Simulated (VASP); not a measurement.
# Mo (R-3m) in VASP: further runs

Runs on Mo. Level: LDA. Tasks: single point.

All numbers are computed with VASP 6.6.1; they aren't measurements. Logs are shortened: lines on timing, memory, paths and dates and some standing lists are left out, and cuts for length are marked.

## (1) The cell of the first run

Symmetry: R-3m, No. 166, trigonal system. Conventional cell: a = 4.044 Å, b = 4.044 Å, c = 3.020 Å, α = 90.00°, β = 90.00°, γ = 120.00°. Mo (site symmetry -3m) has 14 Mo at 2.54 to 3.08 Å within 3.4 Å.

## (2) Single point, LDA (14.26 Å³/atom)

Contents of INCAR:

```
SYSTEM = Mo
PREC = Accurate
ENCUT = 520
EDIFF = 1E-6
ISMEAR = 0
SIGMA = 0.15
LREAL = .FALSE.
LASPH = .TRUE.
NELM = 80
ALGO = Fast
ISIF = 2
LWAVE = .FALSE.
LCHARG = .FALSE.
GGA = CA
NBANDS = 13
```

Contents of KPOINTS:

```
Automatic mesh
0
G
  22 22 22
  0 0 0
```

Contents of POSCAR:

```
Mo
1.0
   -1.3252299823      1.5343614346      1.5343614346
    1.5343614346     -1.3252299823      1.5343614346
    1.5343614346      1.5343614346     -1.3252299823
Mo
1
Direct
    0.0000000000      0.0000000000      0.0000000000
```

Potentials or basis: VASP PAW LDA potentials, release 64 (Mo_sv).

The run is started by

```
$ cat potpaw_LDA.64/Mo_sv/POTCAR > POTCAR
$ mpirun -np 1 vasp_std > vasp.out
```

OUTCAR:

```text
SYSTEM = Mo
   PREC = Accurate
   ENCUT = 520
   EDIFF = 1E-6
   ISMEAR = 0
   LREAL = .FALSE.
   LASPH = .TRUE.
   NELM = 80
   ISIF = 2
   GGA = CA

 ion  position               nearest neighbor table
   1  0.000  0.000  0.000-

  LATTYP: Found a trigonal (rhomboedric) cell.
 ALAT       =     2.5425901223
 COS(alpha) =    -0.2648972803

  Lattice vectors:

 A1 = (  -1.3252299823,   1.5343614346,   1.5343614346)
 A2 = (   1.5343614346,  -1.3252299823,   1.5343614346)
 A3 = (   1.5343614346,   1.5343614346,  -1.3252299823)

Analysis of symmetry for initial positions (statically):
=====================================================================
 Subroutine PRICEL returns:
 Original cell was already a primitive cell.

 Routine SETGRP: Setting up the symmetry group for a
 trigonal (rhombohedral) supercell.

 Subroutine GETGRP returns: Found 12 space group operations
 (whereof 12 operations were pure point group operations)
 out of a pool of 12 trial point group operations.

The static configuration has the point symmetry D_3d.

Analysis of symmetry for dynamics (positions and initial velocities):
=====================================================================
 Subroutine PRICEL returns:
 Original cell was already a primitive cell.

 Routine SETGRP: Setting up the symmetry group for a
 trigonal (rhombohedral) supercell.

 Subroutine GETGRP returns: Found 12 space group operations
 (whereof 12 operations were pure point group operations)
 out of a pool of 12 trial point group operations.

The dynamic configuration has the point symmetry D_3d.

 Subroutine INISYM returns: Found 12 space group operations
 (whereof 12 operations are pure point group operations),
 and found     1 'primitive' translations

----------------------------------------------------------------------------------------

                                     Primitive cell

  volume of cell :      14.2570

  direct lattice vectors                    reciprocal lattice vectors
    -1.325229982  1.534361435  1.534361435    -0.041946448  0.307753860  0.307753860
     1.534361435 -1.325229982  1.534361435     0.307753860 -0.041946448  0.307753860
     1.534361435  1.534361435 -1.325229982     0.307753860  0.307753860 -0.041946448

  length of vectors
     2.542590122  2.542590122  2.542590122     0.437246363  0.437246363  0.437246363

  position of ions in fractional coordinates (direct lattice)
     0.000000000  0.000000000  0.000000000

  ion indices of the primitive-cell ions
   primitive index   ion index
                 1           1

----------------------------------------------------------------------------------------

 KPOINTS: Automatic mesh

Automatic generation of k-mesh.
 Grid dimensions read from file:
 generate k-points for:   22   22   22

 Generating k-lattice:

  Cartesian coordinates                     Fractional coordinates (reciprocal lattice)
    -0.001906657  0.013988812  0.013988812     0.045454545  0.000000000  0.000000000
     0.013988812 -0.001906657  0.013988812     0.000000000  0.045454545  0.000000000
     0.013988812  0.013988812 -0.001906657     0.000000000  0.000000000  0.045454545

  Length of vectors
     0.019874835  0.019874835  0.019874835

  Shift w.r.t. Gamma in fractional coordinates (k-lattice)
     0.000000000  0.000000000  0.000000000

 Subroutine IBZKPT returns following result:
 ===========================================

 Found   1024 irreducible k-points:

 Following reciprocal coordinates:
            Coordinates               Weight
  0.000000  0.000000  0.000000      1.000000
  0.045455 -0.000000 -0.000000      6.000000
  0.090909 -0.000000 -0.000000      6.000000
  0.136364 -0.000000 -0.000000      6.000000
  0.181818 -0.000000 -0.000000      6.000000
  0.227273 -0.000000 -0.000000      6.000000
[... 16 lines left out ...]
  0.500000  0.045455 -0.000000     12.000000
 -0.454545  0.045455  0.000000     12.000000
 [... further k-points ...]
   k-points           NKPTS =   1024   k-points in BZ     NKDIM =   1024   number of bands    NBANDS=     13
   number of dos      NEDOS =    301   number of ions     NIONS =      1
   total plane-waves  NPLWV =   8000
   dimension x,y,z NGX =    20 NGY =   20 NGZ =   20
   dimension x,y,z NGXF=    40 NGYF=   40 NGZF=   40
   ions per type =               1
   NGX,Y,Z   is equivalent  to a cutoff of  13.08, 13.08, 13.08 a.u.
   NGXF,Y,Z  is equivalent  to a cutoff of  26.15, 26.15, 26.15 a.u.
 SYSTEM =  Mo
   PREC   = accura    normal or accurate (medium, high low for compatibility)
   ISTART =      0    job   : 0-new  1-cont  2-samecut
   ICHARG =      2    charge: 1-file 2-atom 10-const
   ISPIN  =      1    spin polarized calculation?
   LNONCOLLINEAR =      F non collinear calculations
   LSORBIT =      F    spin-orbit coupling
   LASPH  =      T    aspherical Exc in radial PAW
   ENCUT  =  520.0 eV  38.22 Ry    6.18 a.u.   4.73  4.73  4.73*2*pi/ulx,y,z
   NELM   =     80;   NELMIN=  2; NELMDL= -5     # of ELM steps
   EDIFF  = 0.1E-05   stopping-criterion for ELM
   LREAL  =      F    real-space projection
   EDIFFG = 0.1E-04   stopping-criterion for IOM
   NSW    =      0    number of steps for IOM
   IBRION =     -1    ionic relax: 0-MD 1-quasi-New 2-CG
   NFREE  =      0    steps in history (QN), initial steepest desc. (CG)
   ISIF   =      2    stress and relaxation
   ISYM   =      2    0-nonsym 1-usesym 2-fastsym
   POTIM  = 0.5000    time-step for ionic-motion
   TEBEG  =    0.0;   TEEND  =   0.0 temperature during run
   PSTRESS=    0.0 pullay stress
   NELECT =      14.0000    total number of electrons
   NUPDOWN=      -1.0000    fix difference up-down
   EMIN   =  10.00;   EMAX   =-10.00  energy-range for DOS
   EFERMI =   0.00;   METHOD = LEGACY
   ISMEAR =     0;   SIGMA  =   0.15  broadening in eV -4-tet -1-fermi 0-gaus
   EFERMI_NEDOS =   21; number of points for ismear=-14 and -15
   IALGO  =     68    algorithm
   IMIX   =      4    mixing-type and parameters
     AMIX     =   0.40;   BMIX     =  1.00
     AMIX_MAG =   1.60;   BMIX_MAG =  1.00
  volume/ion in A,a.u.               =      14.26        96.21
  Fermi-wavevector in a.u.,A,eV,Ry     =   1.627202  3.074966 36.025319  2.647786
  Thomas-Fermi vector in A             =   2.720036
   LORBIT       =      0    0 simple, 1 ext, 2 COOP (PROOUT), +10 PAW based schemes
   GGA     = CA    functional components
   LHFCALC =     F    Hartree Fock is set to
   AEXX    =    0.0000 exact exchange contribution
   IVDW    =     0    specifies the selected vdW correction
   LEPSILON=     F    determine dielectric tensor
   LRPA    =     F    only Hartree local field effects (RPA)
 non-spin polarized calculation
 RMM-DIIS sequential band-by-band and
 Gauss-broadening in eV      SIGMA  =   0.15
  energy-cutoff  :      520.00
  volume of cell :       14.26
 maximum number of plane-waves:       399
   NGX =  9   NGY =  9   NGZ =  9

 number of electron      13.9999999 magnetization

 Free energy of the ion-electron system (eV)
  ---------------------------------------------------
  ext. energy  EPLUGINS =         0.00000000
  ---------------------------------------------------
  free energy    TOTEN  =       -11.82668429 eV

  energy without entropy =      -11.81929944  energy(sigma->0) =      -11.82299187

 E-fermi :  14.1439     XC(G=0): -14.0939

 val. band max:       14.1438462593   @ k =  -0.4091  -0.4091   0.2727
 cond. band min:      14.1496767097   @ k =  -0.1364   0.0909   0.0000
 fundamental gap:      0.0058304504
 Fermi energy:        14.1439169956

 k-point     1 :       0.0000    0.0000    0.0000
  band No.  band energies     occupation
      1     -47.0349      2.00000
      2     -20.4210      2.00000
      3     -19.9746      2.00000
      4     -19.9746      2.00000
      5       6.5753      2.00000
      6      10.8507      2.00000
      7      10.8507      2.00000
      8      14.7374      0.00000
      9      16.5788      0.00000
     10      16.5788      0.00000
     11      28.2134      0.00000
     12      28.2134      0.00000
     13      31.6131      0.00000

 k-point     2 :       0.0455   -0.0000   -0.0000
  band No.  band energies     occupation
      1     -47.0282      2.00000
      2     -20.4375      2.00000
      3     -20.0061      2.00000
      4     -19.9744      2.00000
      5       6.6671      2.00000
      6      10.8354      2.00000
      7      10.8927      2.00000
      8      14.7390      0.00000
      9      16.5382      0.00000
     10      16.5539      0.00000
     11      28.3133      0.00000
     12      28.3963      0.00000
     13      31.7080      0.00000

 k-point     3 :       0.0909   -0.0000   -0.0000
  band No.  band energies     occupation
      1     -47.0087      2.00000
      2     -20.4964      2.00000
      3     -20.0861      2.00000
      4     -19.9739      2.00000
      5       6.9305      2.00000
      6      10.7887      2.00000
      7      11.0090      2.00000
      8      14.7535      0.00000
      9      16.4478      0.00000
     10      16.4912      0.00000
     11      28.5920      0.00000
     12      28.8850      0.00000
     13      31.9744      0.00000
[... 305 lines left out ...]
 k-point    23 :       0.5000    0.0455   -0.0000
  band No.  band energies     occupation
      1     -46.6895      2.00000
      2     -22.1575      2.00000
      3     -20.4062      2.00000
      4     -19.9850      2.00000
      5       8.4924      2.00000
      6       9.8371      2.00000
      7      14.6877      0.00000
      8      16.7313      0.00000
      9      17.0618      0.00000
     10      18.3137      0.00000
     11      26.2045      0.00000
     12      27.6038      0.00000
     13      33.1545      0.00000

 k-point    24 :      -0.4545    0.0455    0.0000
  band No.  band energies     occupation
      1     -46.6992      2.00000
      2     -22.1097      2.00000
      3     -20.3942      2.00000
      4     -19.9817      2.00000
      5       8.5476      2.00000
      6       9.8879      2.00000
      7      14.1695      0.80942
      8      16.7504      0.00000
      9      16.8887      0.00000
     10      18.3154      0.00000
     11      26.4466      0.00000
     12      27.8359      0.00000
     13      33.7636      0.00000

 [... further k-points ...]

------------------------ aborting loop because EDIFF is reached ----------------------------------------

  FORCE on cell =-STRESS in cart. coord.  units (eV):
  Direction    XX          YY          ZZ          XY          YZ          ZX
  --------------------------------------------------------------------------------------
  -------------------------------------------------------------------------------------
  Total        2.2925833      2.2925833      2.2925833     -1.1692802     -1.1692802     -1.1692802
  in kB      257.6366013    257.6366013    257.6366013   -131.4017149   -131.4017149   -131.4017149
  external PRESSURE =     257.6366013 kB  Pullay stress =       0.0000000 kB

 VOLUME and BASIS-vectors are now :
 -----------------------------------------------------------------------------
  energy-cutoff  :      520.00
  volume of cell :       14.26
      direct lattice vectors                 reciprocal lattice vectors
    -1.325229982  1.534361435  1.534361435    -0.041946448  0.307753860  0.307753860
     1.534361435 -1.325229982  1.534361435     0.307753860 -0.041946448  0.307753860
     1.534361435  1.534361435 -1.325229982     0.307753860  0.307753860 -0.041946448

 POSITION                                       TOTAL-FORCE (eV/Angst)
 -----------------------------------------------------------------------------------
      0.00000      0.00000      0.00000         0.000000      0.000000      0.000000
 -----------------------------------------------------------------------------------
    total drift:                                0.000000      0.000000      0.000000

  FREE ENERGIE OF THE ION-ELECTRON SYSTEM (eV)
  ---------------------------------------------------
  free  energy   TOTEN  =       -11.8266842925 eV

  energy  without entropy=      -11.8192994385  energy(sigma->0) =      -11.82299187
```

Run time: 1.9 min. Hardware: 1 thread of Intel Xeon Platinum 8259CL at 2.50GHz (Skylake/Cascade Lake), shared host; peak memory 0.27 GiB.

Results:

- Free energy: -11.8267 eV
- Pressure: 25.8 GPa
- Band gap on the k mesh: zero (bands 7 and 8 overlap by 2.94 eV)

Levels at points of the mesh, in eV from the Fermi level:
| k point | band 4 | band 5 | band 6 | band 7 | band 8 | band 9 | band 10 | band 11 |
| --- | --- | --- | --- | --- | --- | --- | --- | --- |
| (0.00, 0.00, 0.00) | -34.12 | -7.57 | -3.29 | -3.29 | 0.59 | 2.43 | 2.43 | 14.07 |
| (0.50, 0.00, 0.00) | -34.11 | -5.73 | -4.36 | 0.98 | 2.62 | 2.82 | 3.90 | 12.07 |
| (0.50, 0.50, 0.00) | -34.20 | -6.37 | -3.92 | 1.60 | 1.69 | 3.20 | 6.22 | 10.67 |
| (0.50, 0.50, 0.50) | -35.23 | -6.33 | -6.33 | 1.28 | 5.83 | 5.83 | 8.03 | 11.06 |

Caveat: the cell stands under pressure.

(Part 1 of 2 ends here.)
